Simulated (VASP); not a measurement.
Set up this calculation in VASP 6.6.1, as the native input.

```yaml
Task: single point
Functional: r2SCAN
Potentials_or_basis: VASP PAW PBE potentials, release 64 (Mg, O)
Cutoff: 520 eV
k_mesh: 10 × 10 × 10
Occupations: gaussian, width 0.01 eV
Spin: no spin polarisation
Dipole_correction: no
Further_INCAR_settings: ALGO = Normal; EDIFF = 1e-06; NBANDS = 11
```

The system is MgO (Periclase).

```
CELL_PARAMETERS angstrom
0.00000 2.10217 2.10217
2.10217 0.00000 2.10217
2.10217 2.10217 0.00000
ATOMIC_POSITIONS crystal
Mg 0.00000 0.00000 0.00000
O 0.50000 0.50000 0.50000
```

The input as run:

POSCAR

```
MgO
1.0
    0.0000000000      2.1021680206      2.1021680206
    2.1021680206      0.0000000000      2.1021680206
    2.1021680206      2.1021680206      0.0000000000
Mg O
1 1
Direct
    0.0000000000      0.0000000000      0.0000000000
    0.5000000000      0.5000000000      0.5000000000
```

INCAR.step1

```
SYSTEM = MgO
ALGO = Normal
EDIFF = 1E-4
ENCUT = 520
GGA = PE
ISMEAR = 0
LASPH = .TRUE.
LCHARG = .FALSE.
LREAL = .FALSE.
LWAVE = .TRUE.
NBANDS = 11
NELM = 80
PREC = Accurate
SIGMA = 0.01
```

INCAR.step2

```
SYSTEM = MgO
ALGO = Normal
EDIFF = 1E-6
ENCUT = 520
ISIF = 2
ISMEAR = 0
ISTART = 1
LASPH = .TRUE.
LCHARG = .FALSE.
LMIXTAU = .TRUE.
LREAL = .FALSE.
LWAVE = .FALSE.
METAGGA = R2SCAN
NBANDS = 11
NELM = 80
PREC = Accurate
SIGMA = 0.01
```

KPOINTS

```
k-points
0
G
  10 10 10
  0 0 0
```

Potentials or basis: VASP PAW PBE potentials, release 64 (Mg, O).

The run is started by

```console
$ cat potpaw_PBE.64/Mg/POTCAR potpaw_PBE.64/O/POTCAR > POTCAR
$ cp INCAR.step1 INCAR
$ mpirun -np 1 vasp_std > vasp.out
$ cp INCAR.step2 INCAR
$ mpirun -np 1 vasp_std > vasp.out
```

It gave:

```yaml
Pressure: -1.1 GPa
Band_gap_on_the_k_mesh: 5.66 eV, direct
```

Caveat: the PAW data sets were made with another functional, which shifts forces and pressure a little.

Wall time 29 s on 1 thread of AMD EPYC 9R45 96-Core Processor (Zen 5), with other jobs on the host, peak memory 0.11 GiB.
